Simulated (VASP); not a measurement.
# BAs (Pmmm) in VASP: notebook

Aim: see how the results for BAs move with the level of theory and the settings. Levels: revPBE+D3(BJ), revPBE+D4, RPBE+D3(BJ). Tasks: relaxation of cell and atoms, single point.

Everything below comes from runs of VASP 6.6.1. Logs are shortened: lines on timing, memory, paths and dates and some standing lists are left out, and cuts for length are marked.

### Step 1. The cell of the first run

Symmetry: Pmmm, No. 47, orthorhombic system. The conventional cell has a = 2.128 Å, b = 3.174 Å, c = 4.951 Å, α = 90.00°, β = 90.00°, γ = 90.00°. Within 2.8 Å of B (site symmetry mmm) lie 2 B at 2.13 Å and 4 As at 2.69 Å. As (site symmetry mmm) has 2 As at 2.13 Å and 4 B at 2.69 Å within 2.8 Å.

### Step 2. Relaxation of cell and atoms, revPBE+D3(BJ)

The input, INCAR:

```
ALGO     = Normal         # electronic algorithm
EDIFF    = 1E-6           # SCF threshold, eV
EDIFFG   = -0.01          # ionic threshold
ENCUT    = 600            # plane-wave cutoff, eV
GGA      = RE             # functional
IBRION   = 2              # ionic algorithm
ISIF     = 3              # what is computed and relaxed
ISMEAR   = -1             # smearing method
IVDW     = 12             # dispersion correction
LASPH    = T              # aspherical terms in the spheres
LCHARG   = F              # write CHGCAR
LREAL    = F              # projectors in reciprocal space
LWAVE    = F              # write WAVECAR
NELM     = 100            # most SCF steps
NSW      = 60             # ionic steps
PREC     = Accurate       # precision mode
SIGMA    = 0.05           # smearing width, eV
```

The input, KPOINTS:

```
k-points
0
Gamma
  12 8 6
```

The input, POSCAR:

```
BAs
1.0
    2.1275493300      0.0000000000      0.0000000000
    0.0000000000      3.1740629400      0.0000000000
    0.0000000000      0.0000000000      4.9509801800
B As
1 1
Direct
    0.0000000000      0.5000000000      0.0000000000
    0.5000000000      0.5000000000      0.5000000000
```

Potentials or basis: VASP PAW PBE potentials, release 64 (B, As).

On the command line:

```console
cat potpaw_PBE.64/B/POTCAR potpaw_PBE.64/As/POTCAR > POTCAR
mpirun -np 1 vasp_std > vasp.out
```

OUTCAR:

```text
EDIFF = 1E-6
   EDIFFG = -0.01
   ENCUT = 600
   GGA = RE
   IBRION = 2
   ISIF = 3
   ISMEAR = -1
   IVDW = 12
   LASPH = T
   LREAL = F
   NELM = 100
   NSW = 60
   PREC = Accurate
 IVDW          = 12

 ion  position               nearest neighbor table
   1  0.000  0.500  0.000-
   2  0.500  0.500  0.500-

  LATTYP: Found a simple orthorhombic cell.
 ALAT       =     2.1275493300
 B/A-ratio  =     1.4918868838
 C/A-ratio  =     2.3270812621

  Lattice vectors:

 A1 = (   2.1275493300,   0.0000000000,   0.0000000000)
 A2 = (   0.0000000000,   3.1740629400,   0.0000000000)
 A3 = (   0.0000000000,   0.0000000000,   4.9509801800)

Analysis of symmetry for initial positions (statically):
=====================================================================
 Subroutine PRICEL returns:
 Original cell was already a primitive cell.

 Routine SETGRP: Setting up the symmetry group for a
 simple orthorhombic supercell.

 Subroutine GETGRP returns: Found  8 space group operations
 (whereof  8 operations were pure point group operations)
 out of a pool of  8 trial point group operations.

The static configuration has the point symmetry D_2h.

Analysis of symmetry for dynamics (positions and initial velocities):
=====================================================================
 Subroutine PRICEL returns:
 Original cell was already a primitive cell.

 Routine SETGRP: Setting up the symmetry group for a
 simple orthorhombic supercell.

 Subroutine GETGRP returns: Found  8 space group operations
 (whereof  8 operations were pure point group operations)
 out of a pool of  8 trial point group operations.

The dynamic configuration has the point symmetry D_2h.

 Subroutine INISYM returns: Found  8 space group operations
 (whereof  8 operations are pure point group operations),
 and found     1 'primitive' translations

----------------------------------------------------------------------------------------

                                     Primitive cell

  volume of cell :      33.4338

  direct lattice vectors                    reciprocal lattice vectors
     2.127549330  0.000000000  0.000000000     0.470024354  0.000000000  0.000000000
     0.000000000  3.174062940  0.000000000     0.000000000  0.315053614  0.000000000
     0.000000000  0.000000000  4.950980180     0.000000000  0.000000000  0.201980207

  length of vectors
     2.127549330  3.174062940  4.950980180     0.470024354  0.315053614  0.201980207

  position of ions in fractional coordinates (direct lattice)
     0.000000000  0.500000000  0.000000000
     0.500000000  0.500000000  0.500000000

  ion indices of the primitive-cell ions
   primitive index   ion index
                 1           1
                 2           2

----------------------------------------------------------------------------------------

 KPOINTS: k-points

Automatic generation of k-mesh.
 Grid dimensions read from file:
 generate k-points for:   12    8    6

 Generating k-lattice:

  Cartesian coordinates                     Fractional coordinates (reciprocal lattice)
     0.039168696  0.000000000  0.000000000     0.083333333  0.000000000  0.000000000
     0.000000000  0.039381702  0.000000000     0.000000000  0.125000000  0.000000000
     0.000000000  0.000000000  0.033663368     0.000000000  0.000000000  0.166666667

  Length of vectors
     0.039168696  0.039381702  0.033663368

  Shift w.r.t. Gamma in fractional coordinates (k-lattice)
     0.000000000  0.000000000  0.000000000

 Subroutine IBZKPT returns following result:
 ===========================================

 Found    140 irreducible k-points:

 Following reciprocal coordinates:
            Coordinates               Weight
  0.000000  0.000000  0.000000      1.000000
  0.083333  0.000000  0.000000      2.000000
  0.166667  0.000000  0.000000      2.000000
  0.250000  0.000000  0.000000      2.000000
  0.333333  0.000000  0.000000      2.000000
  0.416667  0.000000  0.000000      2.000000
[... 16 lines left out ...]
  0.083333  0.375000  0.000000      4.000000
[... 43 lines left out ...]

 Edisp (eV)   -1.27145

 E8    (eV) :    -0.8448

  FORCE on cell =-STRESS in cart. coord.  units (eV):
  Direction    XX          YY          ZZ          XY          YZ          ZX
  --------------------------------------------------------------------------------------
  -------------------------------------------------------------------------------------
  Total       6.20356    -2.52126    -1.54920    -0.00000     0.00000     0.00000
  in kB     297.27976  -120.82068   -74.23914    -0.00000     0.00000     0.00000
  external pressure =       34.07 kB  Pullay stress =        0.00 kB
[... 97 lines left out ...]
  FREE ENERGIE OF THE ION-ELECTRON SYSTEM (eV)
  ---------------------------------------------------
  free  energy   TOTEN  =        -8.7514506313 eV

  energy  without entropy=       -8.7441342949  energy(sigma->0) =       -8.74779246

 E-fermi :   3.8683     XC(G=0):  -9.9141

 val. band max:        3.8557716506   @ k =   0.0833   0.0000   0.5000
 cond. band min:       3.8718526607   @ k =   0.3333   0.2500   0.1667
 fundamental gap:      0.0160810101
 Fermi energy:         3.8682641915

 k-point     1 :       0.0000    0.0000    0.0000
  band No.  band energies     occupation
      1      -9.7984      2.00000
      2      -1.6120      2.00000
      3      -0.6249      2.00000
      4       4.0513      0.05018
      5       8.7725      0.00000
      6       9.8602      0.00000
      7       9.8638      0.00000
      8      10.0361      0.00000
[... 243 lines left out ...]
 k-point    24 :       0.1667    0.3750    0.0000
  band No.  band energies     occupation
      1      -6.5940      2.00000
      2       0.0173      2.00000
      3       0.8414      2.00000
      4       2.0509      2.00000
      5       4.6266      0.00000
      6       5.3680      0.00000
      7       9.1841      0.00000
      8      10.1045      0.00000

 [... further k-points ...]

[... ionic steps 4 to 15 ...]

--------------------------------------- Ionic step       16  -------------------------------------------

 number of electron       7.9999998 magnetization

------------------------ aborting loop because EDIFF is reached ----------------------------------------

 Edisp (eV)   -1.44556

 E8    (eV) :    -0.9722
[... 69 lines left out ...]
  energy  without entropy=      -10.1469600678  energy(sigma->0) =      -10.14978138

--------------------------------------- Ionic step       18  -------------------------------------------

 number of electron       7.9999998 magnetization

 Free energy of the ion-electron system (eV)
  ---------------------------------------------------
  ext. energy  EPLUGINS =         0.00000000
  ---------------------------------------------------
  free energy    TOTEN  =        -8.70775262 eV

  energy without entropy =       -8.70209378  energy(sigma->0) =       -8.70492320

 E-fermi :   7.4711     XC(G=0): -11.3541

 val. band max:        7.4494364795   @ k =   0.4167   0.3750   0.5000
 cond. band min:       7.5063241871   @ k =   0.1667   0.3750   0.3333
 fundamental gap:      0.0568877076
 Fermi energy:         7.4710975778

 k-point     1 :       0.0000    0.0000    0.0000
  band No.  band energies     occupation
      1      -8.8711      2.00000
      2       4.1585      2.00000
      3       4.2673      2.00000
      4       5.9910      2.00000
      5      11.0077      0.00000
      6      11.6776      0.00000
      7      16.8491      0.00000
      8      16.8801      0.00000
[... 243 lines left out ...]
 k-point    24 :       0.1667    0.3750    0.0000
  band No.  band energies     occupation
      1      -5.7398      2.00000
      2       1.2463      2.00000
      3       3.7826      2.00000
      4       6.4538      2.00000
      5       8.6070      0.00000
      6      12.1501      0.00000
      7      15.9456      0.00000
      8      16.1344      0.00000

 [... further k-points ...]

------------------------ aborting loop because EDIFF is reached ----------------------------------------

 Edisp (eV)   -1.44487

 E8    (eV) :    -0.9717

  FORCE on cell =-STRESS in cart. coord.  units (eV):
  Direction    XX          YY          ZZ          XY          YZ          ZX
  --------------------------------------------------------------------------------------
  -------------------------------------------------------------------------------------
  Total      -0.00470     0.00107     0.00070     0.00000     0.00000     0.00000
  in kB      -0.30585     0.06956     0.04563     0.00000     0.00000     0.00000
  external pressure =       -0.06 kB  Pullay stress =        0.00 kB
[... 17 lines left out ...]
  FREE ENERGIE OF THE ION-ELECTRON SYSTEM (eV)
  ---------------------------------------------------
  free  energy   TOTEN  =       -10.1526268057 eV

  energy  without entropy=      -10.1469679658  energy(sigma->0) =      -10.14979739

 reached required accuracy - stopping structural energy minimisation
```

It took 2.7 min on 1 thread of Intel Xeon 6975P-C (Granite Rapids), shared host; peak memory 0.22 GiB.

What came out:

| Item | Value |
| --- | --- |
| Free energy | -10.1526 eV |
| Relaxed volume | 12.30 Å³/atom |
| Relaxed cell | a = 3.103 Å, b = 2.542 Å, c = 3.118 Å, α = 90.00°, β = 90.00°, γ = 90.00° |
| Space group after relaxing (to 0.05 Å) | P4/mmm (No. 123) |
| Energy gained by relaxing | 1170.2 meV/atom |
| Ionic steps | 18 |
| Pressure after relaxing | 0.0 GPa |
| Band gap on the k mesh | zero (band 4 reaches 9.79 eV, above the bottom of band 5 at 4.38 eV) |
| Dispersion energy per atom | -0.722 eV |

Step by step:
```
step  energy change (eV)  largest force (eV/Å)  pressure (GPa)  volume (Å³)
   1              0.0000                0.0000            3.41        33.43
   2             -0.7016                0.0000           -5.55        34.75
   3             -0.9391                0.0000          -10.64        35.23
   4             -1.0776                0.0000          -12.94        35.06
   5             -1.4208                0.0000            0.88        26.64
   6             -1.4756                0.0000           -2.55        28.46
   7             -1.9523                0.0000           14.04        22.72
   8             -1.9527                0.0000           13.27        22.83
   9             -2.1019                0.0000           14.74        22.77
  10             -2.2040                0.0000           11.18        22.85
  11             -2.2040                0.0000           11.34        22.84
  12             -2.3281                0.0000           -1.84        24.91
  13             -2.3287                0.0000           -2.61        25.08
  14             -2.3389                0.0000           -0.68        24.75
  15             -2.3394                0.0000           -1.07        24.81
  16             -2.3403                0.0000            0.12        24.59
  17             -2.3403                0.0000           -0.03        24.61
  18             -2.3403                0.0000           -0.01        24.60
```

Final structure:
```xyz
2
Lattice="3.1035 0.0000 0.0000 0.0000 2.5424 0.0000 0.0000 0.0000 3.1177" Properties=species:S:1:pos:R:3 pbc="T T T"
B     0.0000    1.2712    0.0000
As    1.5517    1.2712    1.5588
```

Caveat: the volume moved by over 15 % at a fixed basis, so the end points are rough; the PAW data sets were made with another functional, which shifts forces and pressure a little.

### Step 3. Relaxation of cell and atoms, revPBE+D4

The input, INCAR:

```
PREC = Accurate
ENCUT = 600
EDIFF = 1E-6
ISMEAR = -1
SIGMA = 0.05
LREAL = F
LASPH = T
NELM = 100
ALGO = Normal
ISIF = 3
LWAVE = F
LCHARG = F
GGA = RE
IVDW = 13
IBRION = 2
NSW = 60
EDIFFG = -0.01
```

The input, KPOINTS:

```
Automatic mesh
0
Gamma
  12 8 6
```

POSCAR is that of step 2.

Potentials or basis: VASP PAW PBE potentials, release 64 (B, As).

On the command line:

```console
cat potpaw_PBE.64/B/POTCAR potpaw_PBE.64/As/POTCAR > POTCAR
mpirun -np 1 vasp_std > vasp.out
```

Wall time 3.2 min (1 thread of Intel Xeon 6975P-C (Granite Rapids), shared host); peak memory 0.2 GiB.

Results (log left out):

```
Free energy                            : -10.3107 eV
Relaxed volume                         : 12.40 Å³/atom
Relaxed cell                           : a = 3.117 Å, b = 2.541 Å, c = 3.131 Å, α = 90.00°, β = 90.00°, γ = 90.00°
Space group after relaxing (to 0.05 Å) : P4/mmm (No. 123)
Energy gained by relaxing              : 1231.4 meV/atom
Ionic steps                            : 20
Pressure after relaxing                : 0.0 GPa
Band gap on the k mesh                 : zero (band 4 reaches 9.62 eV, above the bottom of band 5 at 4.31 eV)
Dispersion energy per atom             : -0.797 eV
```

The path:
```csv
step,energy change (eV),largest force (eV/Å),pressure (GPa),volume (Å³)
1,0.0000,0.0000,1.07,33.43
2,-0.7649,0.0000,-5.23,33.56
3,-0.9641,0.0000,-12.61,33.38
4,-1.2943,0.0000,-18.40,32.64
5,-1.7823,0.0000,-12.01,27.42
6,-1.4388,0.0000,39.57,20.77
7,-1.9345,0.0000,-5.12,25.47
8,-1.9490,0.0000,11.12,23.80
9,-1.9641,0.0000,-0.69,24.71
10,-1.9671,0.0000,1.59,24.42
11,-2.2083,0.0000,13.00,22.75
12,-2.2351,0.0000,16.28,22.22
13,-2.4060,0.0000,5.65,23.93
14,-2.4170,0.0000,7.17,23.62
15,-2.4623,0.0000,-0.32,24.82
16,-2.4623,0.0000,-0.32,24.82
17,-2.4627,0.0000,0.11,24.78
18,-2.4627,0.0000,0.11,24.78
19,-2.4627,0.0000,0.10,24.78
20,-2.4627,0.0000,-0.01,24.80
```

Final structure:
```yaml
crystal:
  lattice:
    - [3.11677, 0.00000, 0.00000]
    - [0.00000, 2.54088, 0.00000]
    - [0.00000, 0.00000, 3.13100]
  atoms:
    - { symbol: B, position: [0.00000, 0.50000, 0.00000] }
    - { symbol: As, position: [0.50000, 0.50000, 0.50000] }
```

Levels at points of the mesh, in eV from the Fermi level:
```tsv
k point	band 1	band 2	band 3	band 4	band 5	band 6	band 7	band 8
(0.00, 0.00, 0.00)	-16.26	-3.31	-3.20	-1.59	3.63	4.20	9.24	9.27
(0.50, 0.00, 0.00)	-14.00	-10.76	0.56	0.59	2.40	4.30	6.14	7.47
(0.00, 0.50, 0.00)	-12.39	-8.30	-0.99	-0.89	1.76	3.46	7.79	9.16
(0.50, 0.50, 0.00)	-10.09	-7.39	-5.82	-3.35	2.39	3.46	6.08	8.15
(0.00, 0.00, 0.50)	-14.04	-10.79	0.63	0.66	2.48	4.41	6.13	7.44
(0.50, 0.00, 0.50)	-11.76	-8.00	-7.98	-6.76	6.84	8.71	11.94	12.01
(0.00, 0.50, 0.50)	-10.13	-7.41	-5.85	-3.37	2.45	3.54	6.17	8.27
(0.50, 0.50, 0.50)	-7.28	-5.29	-5.28	-4.47	-3.07	-1.59	3.35	3.36
```

Caveat: the volume moved by over 15 % at a fixed basis, so the end points are rough; the PAW data sets were made with another functional, which shifts forces and pressure a little.

### Step 4. Single point, RPBE+D3(BJ)

This run uses another cell than the first one, of 13.66 Å³/atom, 0.817 times its volume.

The input, INCAR:

```
SYSTEM = BAs
  ALGO = Normal
  EDIFF = 1E-6
  ENCUT = 520
  GGA = RP
  ISIF = 2
  ISMEAR = -1
  IVDW = 12
  LASPH = .True.
  LCHARG = .True.
  LELF = .True.
  LREAL = .False.
  LVHAR = .True.
  LWAVE = .False.
  NBANDS = 11
  NELM = 60
  PREC = Accurate
  SIGMA = 0.05
```

The input, KPOINTS:

```
k-points
0
Gamma
  12 8 6
  0 0 0
```

The input, POSCAR:

```
BAs
1.0
    2.5057278981      0.0000000000      0.0000000000
    0.0000000000      2.4012024200      0.0000000000
    0.0000000000      0.0000000000      4.5422475046
B As
1 1
Direct
    0.0000000000      0.5000000000      0.0000000000
    0.5000000000      0.5000000000      0.5000000000
```

On the command line:

```console
cat potpaw_PBE.64/B/POTCAR potpaw_PBE.64/As/POTCAR > POTCAR
mpirun -np 1 vasp_std > vasp.out
```

It took 53 s on 1 thread of AMD EPYC 7R13, shared host; peak memory 0.15 GiB.

The run converged. Its results:

```yaml
Free_energy: -10.7953 eV
Pressure: 0.3 GPa
Band_gap_on_the_k_mesh: zero (band 4 reaches 11.39 eV, above the bottom of band 5 at 4.38 eV)
Dispersion_energy_per_atom: -1.599 eV
```

Stress tensor (GPa, compression positive):
```
0.41 0.00 0.00
0.00 0.57 0.00
0.00 0.00 0.07
```

Levels at points of the mesh, in eV from the Fermi level:
| k point | band 1 | band 2 | band 3 | band 4 | band 5 | band 6 | band 7 | band 8 | band 9 |
| --- | --- | --- | --- | --- | --- | --- | --- | --- | --- |
| (0.00, 0.00, 0.00) | -16.29 | -7.58 | -7.04 | 4.73 | 6.56 | 7.19 | 8.20 | 9.69 | 9.72 |
| (0.50, 0.00, 0.00) | -11.61 | -8.94 | -2.83 | -2.47 | -1.66 | -0.95 | 8.86 | 11.55 | 14.12 |
| (0.00, 0.50, 0.00) | -11.16 | -8.21 | -3.33 | -2.62 | -2.12 | 3.95 | 7.29 | 9.66 | 11.23 |
| (0.50, 0.50, 0.00) | -5.96 | -4.84 | -4.52 | -1.23 | 1.11 | 1.82 | 2.06 | 2.38 | 4.48 |
| (0.00, 0.00, 0.50) | -15.97 | -10.74 | 0.33 | 0.38 | 6.08 | 6.14 | 7.49 | 8.21 | 10.02 |
| (0.50, 0.00, 0.50) | -11.30 | -8.35 | -5.56 | -5.51 | 3.34 | 3.76 | 8.91 | 9.22 | 10.10 |
| (0.00, 0.50, 0.50) | -10.82 | -7.78 | -6.27 | -3.76 | 3.58 | 4.72 | 7.86 | 8.67 | 10.07 |
| (0.50, 0.50, 0.50) | -5.35 | -4.52 | -4.41 | -2.10 | -0.77 | -0.75 | 2.73 | 5.67 | 5.69 |

Caveat: the PAW data sets were made with another functional, which shifts forces and pressure a little; pairwise dispersion overbinds metals, which lowers pressure and volume.

### Step 5. The runs side by side

| task | level | cell | cutoff (eV) | gap on the mesh (eV) | pressure (GPa) | relaxed volume (Å³/atom) |
| --- | --- | --- | --- | --- | --- | --- |
| relaxation of cell and atoms | revPBE+D3(BJ) | relaxed from a = 2.128, b = 3.174, c = 4.951 Å, 2 atoms | 600 | none | 0.0 | 12.30 |
| relaxation of cell and atoms | revPBE+D4 | relaxed from a = 2.128, b = 3.174, c = 4.951 Å, 2 atoms | 600 | none | 0.0 | 12.40 |
| single point | RPBE+D3(BJ) | a = 2.506, b = 2.401, c = 4.542 Å, 2 atoms | 520 | none | 0.3 | - |

Alike in all rows: potentials or basis VASP PAW PBE potentials, release 64 (B, As); no spin polarisation; k mesh 12 × 8 × 6; smearing fermi-dirac 0.05 eV.

Caveats: the PAW data sets were made with another functional, which shifts forces and pressure a little; the volume moved by over 15 % at a fixed basis, so the end points are rough (some runs); pairwise dispersion overbinds metals, which lowers pressure and volume (some runs).

Total energies depend on the potentials used, so only differences within one code and one set of settings carry meaning.
